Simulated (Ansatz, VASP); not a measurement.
# Ge: VASP beside Ansatz

POSCAR

```
Ge
1.0
   -2.4791465020      2.6330714371      1.4273027698
    2.4791465020     -2.6330714371      1.4273027698
    2.4791465020      2.6330714371     -1.4273027698
Ge
2
Direct
    0.3140570000      0.0640570000      0.2500000000
    0.6859430000      0.9359430000      0.7500000000
```

The input INCAR.step1:

```
ALGO = Normal
EDIFF = 1E-4
ENCUT = 520
GGA = PE
ISMEAR = -1
LASPH = T
LCHARG = F
LREAL = F
LWAVE = T
NBANDS = 21
NELM = 100
PREC = Accurate
SIGMA = 0.05
```

The input INCAR.step2:

```
ALGO = Normal
EDIFF = 1E-6
ENCUT = 520
ISIF = 2
ISMEAR = -1
ISTART = 1
LASPH = T
LCHARG = T
LELF = T
LMIXTAU = T
LREAL = F
LVHAR = T
LWAVE = F
METAGGA = R2SCAN
NBANDS = 21
NELM = 100
PREC = Accurate
SIGMA = 0.05
```

KPOINTS

```
k-points
0
Gamma
  11 11 11
```

input.yaml

```yaml
crystal:
  lattice:
    - [-2.479146502, 2.6330714371, 1.4273027698]
    - [2.479146502, -2.6330714371, 1.4273027698]
    - [2.479146502, 2.6330714371, -1.4273027698]
  atoms:
    - { symbol: Ge, position: [0.314057, 0.064057, 0.25] }
    - { symbol: Ge, position: [0.685943, 0.935943, 0.75] }
hamiltonian:
  xc: r2scan
  pseudopotentials: { kind: paw }
kpoints:
  mp_grid: { grid: [11, 11, 11] }
scf:
  occupations: { method: fermi_dirac, width: 0.05 }
output:
  forces: true
  stress: true
  eigenvalues: true
```

Alike in both runs: task single point; functional r2SCAN; k mesh 11 × 11 × 11; occupations fermi-dirac, width 0.05 eV; no spin polarisation.

|  | VASP | Ansatz |
| --- | --- | --- |
| version | VASP 6.6.1 | Ansatz 0.2.0 |
| potentials or method | VASP PAW PBE potentials, release 64 (Ge_d) | Ansatz PAW |
| plane-wave cutoff (eV) | 520 | 500 |
| valence electrons in the cell | 28 | 28 |

Ansatz gave:

```
gap on the k mesh at the Fermi level (eV)                     : none
pressure (GPa)                                                : 0.2
traceless stress, the component that is largest in VASP (GPa) : 1.20
rms of the force components (eV/Å)                            : 0.052
```

Estimate VASP's values.

gap on the k mesh at the Fermi level (eV): none; pressure (GPa): 0.0; traceless stress, the component that is largest in VASP (GPa): 1.18; rms of the force components (eV/Å): 0.049.

VASP's potentials were made for PBE, not for r2SCAN. Atom by atom the forces differ by 0.003 eV/Å (rms over components). A gap of «none» marks a metal or a gap that the smearing closes.
